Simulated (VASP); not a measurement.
Here is a VASP 6.6.1 calculation.

Contents of INCAR:

```
ALGO = Normal
EDIFF = 1E-6
EDIFFG = -0.04
ENCUT = 600
GGA = PE
IBRION = 2
ISIF = 3
ISMEAR = 0
LASPH = T
LCHARG = F
LREAL = F
LWAVE = F
NELM = 80
NSW = 90
PREC = Accurate
SIGMA = 0.1
```

Contents of KPOINTS:

```
k-points
0
Gamma
  6 6 2
```

File POSCAR:

```
ZnCd2Te3
1.0
    4.7759230000      0.0000000000      0.0000000000
   -2.3879615000      4.1360706400      0.0000000000
    0.0000000000      0.0000000000      9.1526576700
Zn Cd Te
1 2 3
Direct
    0.0000000000      0.0000000000      0.0000000000
    0.3333333300      0.6666666700      0.0000000000
    0.6666666700      0.3333333300      0.0000000000
    0.0000000000      0.0000000000      0.2160883000
    0.0000000000      0.0000000000      0.7839117000
    0.0000000000      0.0000000000      0.5000000000
```

Potentials or basis: VASP PAW PBE potentials, release 64 (Zn, Cd, Te).

Run with:

```bash
$ cat potpaw_PBE.64/Zn/POTCAR potpaw_PBE.64/Cd/POTCAR potpaw_PBE.64/Te/POTCAR > POTCAR
$ mpirun -np 1 vasp_std > vasp.out
```

Q: What does it give for the relaxed volume?

A: 38.69 Å³/atom.

Q: Predict the relaxed cell.

A: a = 4.965 Å, b = 4.965 Å, c = 10.873 Å, α = 90.00°, β = 90.00°, γ = 120.00°.

Final structure:
```xyz
6
Lattice="4.9650 0.0000 0.0000 -2.4825 4.2998 0.0000 0.0000 0.0000 10.8734" Properties=species:S:1:pos:R:3 pbc="T T T"
Zn    0.0000    0.0000    0.0000
Cd    0.0000    2.8666    0.0000
Cd    2.4825    1.4333    0.0000
Te    0.0000    0.0000    2.6602
Te    0.0000    0.0000    8.2132
Te    0.0000    0.0000    5.4367
```

Caveat: the volume moved by over 15 % at a fixed basis, so the end points are rough.
